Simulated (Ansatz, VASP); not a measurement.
# One calculation of CoO, two programs

File INCAR:

```
  PREC = Accurate
  ENCUT = 520
  EDIFF = 1E-8
  ISMEAR = -1
  SIGMA = 0.05
  LREAL = F
  LASPH = T
  NELM = 150
  ALGO = Normal
  ISIF = 2
  LWAVE = F
  LCHARG = F
  ISPIN = 2
  MAGMOM = 2 0
  LORBIT = 11
  LMAXMIX = 4
  GGA = PE
  LEFG = T
  NBANDS = 18
```

The input KPOINTS:

```
Automatic mesh
0
Gamma
  15 15 15
```

POSCAR

```
CoO
1.0
    0.0000000000      2.1315000000      2.1315000000
    2.1315000000      0.0000000000      2.1315000000
    2.1315000000      2.1315000000      0.0000000000
Co O
1 1
Direct
    0.0000000000      0.0000000000      0.0000000000
    0.5000000000      0.5000000000      0.5000000000
```

Input for Ansatz:

```yaml
crystal:
  lattice:
    - [0.0, 2.1315, 2.1315]
    - [2.1315, 0.0, 2.1315]
    - [2.1315, 2.1315, 0.0]
  atoms:
    - { symbol: Co, position: [0.0, 0.0, 0.0], spin: 2.0 }
    - { symbol: O, position: [0.5, 0.5, 0.5] }
magnetization:
  spin_polarized: true
kpoints:
  mp_grid: { grid: [15, 15, 15] }
  band_path:
    path:
      - [0.0, 0.0, 0.0]
      - [0.5, 0.0, 0.5]
      - [0.625, 0.25, 0.625]
      - [0.375, 0.375, 0.75]
      - [0.0, 0.0, 0.0]
      - [0.5, 0.5, 0.5]
      - [0.5, 0.25, 0.75]
      - [0.5, 0.0, 0.5]
    npoints: 8
scf:
  occupations: { method: fermi_dirac, width: 0.05 }
hamiltonian:
  xc: pbe
  pseudopotentials: { kind: paw }
output:
  forces: true
  stress: true
  eigenvalues: true
  efg: { contact_densities: true }
  populations: true
  bader: true
  dos: { projected: true, de: 0.2, e_range: [-14, 8] }
```

Alike in both runs: task electric field gradients; functional PBE; k mesh 15 × 15 × 15; occupations fermi-dirac, width 0.05 eV; collinear spin.

|  | VASP | Ansatz |
| --- | --- | --- |
| version | VASP 6.6.1 | Ansatz 0.2.0 |
| potentials or method | VASP PAW PBE potentials, release 64 (Co, O) | PAW with Ansatz's default frozen-core files, scalar-relativistic |
| plane-wave cutoff (eV) | 520 | 420 |
| valence electrons in the cell | 15 | 23 |

```csv
,VASP,Ansatz,Ansatz less VASP
pressure (GPa),-2.3,-1.7,+0.56
net moment per atom (μB),1.46,1.47,+0.015
size of the moment on the site where the two differ most (μB),2.56,2.50,-0.061
```

Site moments also hang on the region over which each program counts them. With one functional, cell and mesh, what is left measures potentials, basis and numerics. VASP's potentials hold 15 valence electrons a cell and Ansatz's 23, so a difference there can come from the potentials and not from the codes.
